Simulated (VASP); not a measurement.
# GdFe3Cu (I4mm) in VASP: further runs, part 2 of 2

VASP 6.6.1.

**3. Single point, PBE, collinear spin, ferrimagnetic start**

INCAR

```
ALGO     = Normal         # electronic algorithm
EDIFF    = 1E-6           # SCF threshold, eV
ENCUT    = 520            # plane-wave cutoff, eV
GGA      = PE             # functional
ISIF     = 2              # what is computed and relaxed
ISMEAR   = -1             # smearing method
ISPIN    = 2              # spin polarisation
ISYM     = 0            
LASPH    = True           # aspherical terms in the spheres
LCHARG   = False          # write CHGCAR
LMAXMIX  = 6              # l up to which the mixer works
LORBIT   = 11             # projections on sites
LREAL    = False          # projectors in reciprocal space
LWAVE    = False          # write WAVECAR
MAGMOM   = -7.1 0 2.3 2.3 1.9 # initial moments
NBANDS   = 38             # bands
NELM     = 150            # most SCF steps
PREC     = Accurate       # precision mode
SIGMA    = 0.1            # smearing width, eV
```

KPOINTS

```
k-points
0
Gamma
  5 5 5
```

POSCAR

```
GdFe3Cu
1.0
    0.0000000000      3.8627943700      0.0000000000
    3.8627943700      0.0000000000      0.0000000000
    1.9313971800      1.9313971800     -4.9387775900
Gd Cu Fe
1 1 3
Direct
    0.1160900000      0.1160900000      0.7678200000
    0.5141000000      0.5141000000      0.9718000000
    0.8662700000      0.3662700000      0.2674600000
    0.3662700000      0.8662700000      0.2674600000
    0.7359000000      0.7359000000      0.5282000000
```

Potentials or basis: VASP PAW PBE potentials, release 64 (Gd, Cu, Fe).

On the command line:

```bash
$ cat potpaw_PBE.64/Gd/POTCAR potpaw_PBE.64/Cu/POTCAR potpaw_PBE.64/Fe/POTCAR > POTCAR
$ mpirun -np 1 vasp_std > vasp.out
```

OUTCAR:

```text
EDIFF = 1E-6
   ENCUT = 520
   GGA = PE
   ISIF = 2
   ISMEAR = -1
   ISPIN = 2
   ISYM = 0
   LASPH = True
   LORBIT = 11
   LREAL = False
   NELM = 150
   PREC = Accurate

 ion  position               nearest neighbor table
   1  0.116  0.116  0.768-   2 2.91   2 2.91   2 2.91   2 2.91   5 2.98   5 2.98   5 2.98   5 2.98
                             3 3.13   4 3.13   4 3.13   3 3.13   4 3.14   3 3.14   4 3.14   3 3.14
   2  0.514  0.514  0.972-   5 2.19   4 2.42   3 2.42   4 2.42   3 2.42   1 2.91   1 2.91   1 2.91
                             1 2.91
   3  0.866  0.366  0.267-   5 2.32   5 2.32   2 2.42   2 2.42   4 2.73   4 2.73   4 2.73   4 2.73
                             1 3.13   1 3.13   1 3.14   1 3.14
   4  0.366  0.866  0.267-   5 2.32   5 2.32   2 2.42   2 2.42   3 2.73   3 2.73   3 2.73   3 2.73
                             1 3.13   1 3.13   1 3.14   1 3.14
   5  0.736  0.736  0.528-   2 2.19   3 2.32   4 2.32   3 2.32   4 2.32   1 2.98   1 2.98   1 2.98
                             1 2.98

IMPORTANT INFORMATION: All symmetrisations will be switched off!
NOSYMM: (Re-)initialisation of all symmetry stuff for point group C_1.

----------------------------------------------------------------------------------------

                                     Primitive cell

  volume of cell :      73.6924

  direct lattice vectors                    reciprocal lattice vectors
     0.000000000  3.862794370  0.000000000     0.000000000  0.258879947  0.101239627
     3.862794370  0.000000000  0.000000000     0.258879947  0.000000000  0.101239627
     1.931397180  1.931397180 -4.938777590     0.000000000  0.000000000 -0.202479254

  length of vectors
     3.862794370  3.862794370  5.643767732     0.277971741  0.277971741  0.202479254

  position of ions in fractional coordinates (direct lattice)
     0.116090000  0.116090000  0.767820000
     0.514100000  0.514100000  0.971800000
     0.866270000  0.366270000  0.267460000
     0.366270000  0.866270000  0.267460000
     0.735900000  0.735900000  0.528200000

  ion indices of the primitive-cell ions
   primitive index   ion index
                 1           1
                 2           2
                 3           3
                 4           4
[... 135 lines left out ...]
      4     -14.2021      1.00000
      5      -2.1828      1.00000
      6       0.8332      1.00000
[... 973 lines left out ...]
     37       7.8552      0.00000
     38       8.3157      0.00000

 [... further k-points ...]

 spin component 2

 k-point     1 :       0.0000    0.0000    0.0000
  band No.  band energies     occupation
      1     -39.1411      1.00000
      2     -16.5970      1.00000
      3     -16.4901      1.00000
      4     -16.4901      1.00000
      5      -2.2223      1.00000
      6       1.0006      1.00000
[... 973 lines left out ...]
     37       8.2660      0.00000
     38       8.7410      0.00000

 [... further k-points ...]

------------------------ aborting loop because EDIFF is reached ----------------------------------------

  FORCE on cell =-STRESS in cart. coord.  units (eV):
  Direction    XX          YY          ZZ          XY          YZ          ZX
  --------------------------------------------------------------------------------------
  -------------------------------------------------------------------------------------
  Total        3.3363228      3.3368704      6.0008955      0.0000400     -0.0002813     -0.0002753
  in kB       72.5363989     72.5483052    130.4679981      0.0008699     -0.0061156     -0.0059864
  external PRESSURE =      91.8509007 kB  Pullay stress =       0.0000000 kB

 VOLUME and BASIS-vectors are now :
 -----------------------------------------------------------------------------
  energy-cutoff  :      520.00
  volume of cell :       73.69
      direct lattice vectors                 reciprocal lattice vectors
     0.000000000  3.862794370  0.000000000     0.000000000  0.258879947  0.101239627
     3.862794370  0.000000000  0.000000000     0.258879947  0.000000000  0.101239627
     1.931397180  1.931397180 -4.938777590     0.000000000  0.000000000 -0.202479254

 POSITION                                       TOTAL-FORCE (eV/Angst)
 -----------------------------------------------------------------------------------
      1.93140      1.93140     -3.79209         0.000085      0.000083      0.237523
      3.86279      3.86279     -4.79950        -0.000616     -0.000618     -1.368354
      1.93140      3.86279     -1.32093         0.000077      0.000115      0.037629
      3.86279      1.93140     -1.32093         0.000113      0.000079      0.037679
      3.86279      3.86279     -2.60866         0.000340      0.000341      1.055523
 -----------------------------------------------------------------------------------
    total drift:                               -0.000731     -0.000737     -0.000011

  FREE ENERGIE OF THE ION-ELECTRON SYSTEM (eV)
  ---------------------------------------------------
  free  energy   TOTEN  =       -39.6037950304 eV

  energy  without entropy=      -39.4439351801  energy(sigma->0) =      -39.52386511

 total charge

# of ion       s       p       d       f       tot
--------------------------------------------------
    1        2.054   5.619   0.586   6.977  15.237
    2        0.608   0.485   9.101   0.000  10.194
    3        0.487   0.438   6.242   0.000   7.167
    4        0.487   0.438   6.242   0.000   7.167
    5        0.580   0.480   6.369   0.000   7.429
--------------------------------------------------
tot          4.216   7.461  28.540   6.977  47.194

 magnetization (x)

# of ion       s       p       d       f       tot
--------------------------------------------------
    1       -0.006   0.065  -0.172  -6.811  -6.924
    2       -0.016  -0.052   0.192   0.000   0.124
    3        0.002  -0.032   2.383   0.000   2.352
    4        0.002  -0.032   2.383   0.000   2.352
    5        0.003  -0.028   1.979   0.000   1.954
--------------------------------------------------
tot         -0.016  -0.080   6.765  -6.811  -0.143
```

It took 21 min on 1 thread of AMD EPYC 7R13 (Zen 3), shared host; peak memory 0.42 GiB.

Results:

| Property | Result |
| --- | --- |
| Free energy | -39.6038 eV |
| Pressure | 9.2 GPa |
| Largest force | 1.368 eV/Å |
| Net moment | -0.59 μB per cell |
| Site moments | Gd -6.92; Cu +0.12; Fe +2.35, +1.95 (each value once) μB |
| Valence electrons inside the program's atomic spheres | Gd 15.24; Cu 10.19; Fe 7.17, 7.43 (each value once) |

Forces on the atoms (eV/Å):
```
Gd   0.000  0.000  0.238
Cu  -0.001 -0.001 -1.368
Fe   0.000  0.000  0.038
Fe   0.000  0.000  0.038
Fe   0.000  0.000  1.056
```

Caveat: the stress differs along the axes, from 7 to 13 GPa; spin-orbit coupling is left out, which moves the levels of the heavy elements; semilocal functionals describe open f shells poorly, which spoils levels, moments and volumes; forces of over 1 eV/Å act on the atoms, so gaps and moduli don't describe the material at rest. The state reached can hang on the start; a lower one may exist.

**4. Single point, PBE, collinear spin, ferrimagnetic start**

INCAR

```
  PREC = Accurate
  ENCUT = 520
  EDIFF = 1E-6
  ISMEAR = -5
  SIGMA = 0.1
  LREAL = False
  LASPH = True
  NELM = 150
  ALGO = Normal
  ISIF = 2
  LWAVE = False
  LCHARG = False
  ISPIN = 2
  MAGMOM = -7.1 0 2.3 2.3 1.9
  LORBIT = 11
  LMAXMIX = 6
  GGA = PE
  NBANDS = 38
```

KPOINTS

```
Automatic mesh
0
Gamma
  8 8 8
```

POSCAR is that of step 3.

Potentials or basis: VASP PAW PBE potentials, release 64 (Gd, Cu, Fe).

On the command line:

```bash
$ cat potpaw_PBE.64/Gd/POTCAR potpaw_PBE.64/Cu/POTCAR potpaw_PBE.64/Fe/POTCAR > POTCAR
$ mpirun -np 1 vasp_std > vasp.out
```

OUTCAR:

```text
PREC = Accurate
   ENCUT = 520
   EDIFF = 1E-6
   ISMEAR = -5
   LREAL = False
   LASPH = True
   NELM = 150
   ISIF = 2
   ISPIN = 2
   LORBIT = 11
   GGA = PE

 ion  position               nearest neighbor table
   1  0.116  0.116  0.768-   2 2.91   2 2.91   2 2.91   2 2.91   5 2.98   5 2.98   5 2.98   5 2.98
                             3 3.13   4 3.13   4 3.13   3 3.13   4 3.14   3 3.14   4 3.14   3 3.14
   2  0.514  0.514  0.972-   5 2.19   4 2.42   3 2.42   4 2.42   3 2.42   1 2.91   1 2.91   1 2.91
                             1 2.91
   3  0.866  0.366  0.267-   5 2.32   5 2.32   2 2.42   2 2.42   4 2.73   4 2.73   4 2.73   4 2.73
                             1 3.13   1 3.13   1 3.14   1 3.14
   4  0.366  0.866  0.267-   5 2.32   5 2.32   2 2.42   2 2.42   3 2.73   3 2.73   3 2.73   3 2.73
                             1 3.13   1 3.13   1 3.14   1 3.14
   5  0.736  0.736  0.528-   2 2.19   3 2.32   4 2.32   3 2.32   4 2.32   1 2.98   1 2.98   1 2.98
                             1 2.98

  LATTYP: Found a body centered tetragonal cell.
 ALAT       =     3.8627943700
 C/A-ratio  =     2.5571009569

  Lattice vectors:

 A1 = (  -1.9313971800,   1.9313971900,   4.9387775900)
 A2 = (   1.9313971900,  -1.9313971800,   4.9387775900)
 A3 = (   1.9313971800,   1.9313971800,  -4.9387775900)

Analysis of symmetry for initial positions (statically):
=====================================================================
 Subroutine PRICEL returns:
 Original cell was already a primitive cell.

 Routine SETGRP: Setting up the symmetry group for a
 body centered tetragonal supercell.

 Subroutine GETGRP returns: Found  8 space group operations
 (whereof  8 operations were pure point group operations)
 out of a pool of 16 trial point group operations.

The static configuration has the point symmetry C_4v.

Analysis of symmetry for dynamics (positions and initial velocities):
=====================================================================
 Subroutine PRICEL returns:
[... 180 lines left out ...]
 E-fermi :   5.3122     XC(G=0): -12.1725

 val. band max:        5.4096696406   @ k =   0.2500   0.0000   0.1250
 cond. band min:       5.2714634199   @ k =   0.5000   0.2500   0.0000
 fundamental gap:     -0.1382062206
 Fermi energy:         5.3121872329

 spin component 1

 k-point     1 :       0.0000    0.0000    0.0000
  band No.  band energies     occupation
      1     -35.9405      1.00000
      2     -14.3312      1.00000
      3     -14.1996      1.00000
      4     -14.1996      1.00000
      5      -2.1838      1.00000
      6       0.8278      1.00000
[... 973 lines left out ...]
     37       8.2448      0.00000
     38       9.2479      0.00000

 [... further k-points ...]

 spin component 2

 k-point     1 :       0.0000    0.0000    0.0000
  band No.  band energies     occupation
      1     -39.1418      1.00000
      2     -16.5986      1.00000
      3     -16.4888      1.00000
      4     -16.4888      1.00000
      5      -2.2228      1.00000
      6       0.9974      1.00000
[... 973 lines left out ...]
     37       8.4128      0.00000
     38       9.0986      0.00000

 [... further k-points ...]
[... 5 lines left out ...]
  --------------------------------------------------------------------------------------
  -------------------------------------------------------------------------------------
  Total        3.3407313      3.3407313      5.8301359      0.0000000      0.0000000      0.0000000
  in kB       72.6322478     72.6322478    126.7554422      0.0000000      0.0000001      0.0000001
  external PRESSURE =      90.6733126 kB  Pullay stress =       0.0000000 kB

 VOLUME and BASIS-vectors are now :
 -----------------------------------------------------------------------------
  energy-cutoff  :      520.00
  volume of cell :       73.69
      direct lattice vectors                 reciprocal lattice vectors
     0.000000000  3.862794370  0.000000000     0.000000000  0.258879947  0.101239627
     3.862794370  0.000000000  0.000000000     0.258879947  0.000000000  0.101239627
     1.931397180  1.931397180 -4.938777590     0.000000000  0.000000000 -0.202479254

 POSITION                                       TOTAL-FORCE (eV/Angst)
 -----------------------------------------------------------------------------------
      1.93140      1.93140     -3.79209         0.000000      0.000000      0.188057
      3.86279      3.86279     -4.79950        -0.000000     -0.000000     -1.343586
      1.93140      3.86279     -1.32093         0.000000      0.000000      0.090806
      3.86279      1.93140     -1.32093         0.000000      0.000000      0.090806
      3.86279      3.86279     -2.60866         0.000000      0.000000      0.973917
 -----------------------------------------------------------------------------------
    total drift:                                0.000088      0.000088     -0.000457

  FREE ENERGIE OF THE ION-ELECTRON SYSTEM (eV)
  ---------------------------------------------------
  free  energy   TOTEN  =       -39.5159950003 eV

  energy  without entropy=      -39.5159950003  energy(sigma->0) =      -39.51599500

 total charge

# of ion       s       p       d       f       tot
--------------------------------------------------
    1        2.055   5.619   0.587   6.976  15.236
    2        0.608   0.487   9.100   0.000  10.195
    3        0.486   0.440   6.239   0.000   7.165
    4        0.486   0.440   6.239   0.000   7.165
    5        0.582   0.481   6.367   0.000   7.429
--------------------------------------------------
tot          4.217   7.466  28.532   6.976  47.192

 magnetization (x)

# of ion       s       p       d       f       tot
--------------------------------------------------
    1       -0.006   0.065  -0.173  -6.812  -6.926
    2       -0.016  -0.052   0.192   0.000   0.124
    3        0.001  -0.032   2.394   0.000   2.362
    4        0.001  -0.032   2.394   0.000   2.362
    5        0.006  -0.031   1.985   0.000   1.960
--------------------------------------------------
tot         -0.014  -0.082   6.791  -6.812  -0.117
```

OSZICAR:

```text
N       E                     dE             d eps       ncg     rms          rms(c)
DAV:   1     0.386866638619E+03    0.38687E+03   -0.19549E+04 12042   0.621E+03
DAV:   2     0.418239375583E+02   -0.34504E+03   -0.31654E+03 10854   0.575E+02
[... 44 lines left out ...]
DAV:  47    -0.395160042254E+02    0.80508E-05   -0.86551E-06  8802   0.166E-01    0.644E-02
DAV:  48    -0.395159979902E+02    0.62352E-05   -0.10330E-05 11738   0.952E-02    0.700E-02
DAV:  49    -0.395159944386E+02    0.35516E-05   -0.46683E-06  7852   0.525E-02    0.344E-02
DAV:  50    -0.395159960874E+02   -0.16488E-05   -0.10647E-05 10512   0.234E-02    0.878E-03
DAV:  51    -0.395159948452E+02    0.12422E-05   -0.42008E-07  4872   0.249E-02    0.145E-02
DAV:  52    -0.395159950003E+02   -0.15507E-06   -0.34948E-07  4754   0.906E-03
   1 F= -.39515995E+02 E0= -.39515995E+02  d E =0.000000E+00  mag=    -0.5615
```

Wall time 26 min (1 thread of AMD EPYC 7R13 (Zen 3), shared host); peak memory 0.41 GiB.

Results:

```
Free energy                                           : -39.5160 eV
Pressure                                              : 9.1 GPa
Largest force                                         : 1.344 eV/Å
Net moment                                            : -0.56 μB per cell
Site moments                                          : Gd -6.93; Cu +0.12; Fe +2.36, +1.96 (each value once) μB
Valence electrons inside the program's atomic spheres : Gd 15.24; Cu 10.20; Fe 7.17, 7.43 (each value once)
```

Forces on the atoms (eV/Å):
```
Gd   0.000  0.000  0.188
Cu   0.000  0.000 -1.344
Fe   0.000  0.000  0.091
Fe   0.000  0.000  0.091
Fe   0.000  0.000  0.974
```

Caveat: the stress differs along the axes, from 7 to 13 GPa; spin-orbit coupling is left out, which moves the levels of the heavy elements; semilocal functionals describe open f shells poorly, which spoils levels, moments and volumes; forces of over 1 eV/Å act on the atoms, so gaps and moduli don't describe the material at rest; tetrahedron occupations give inexact forces and stress in metals.
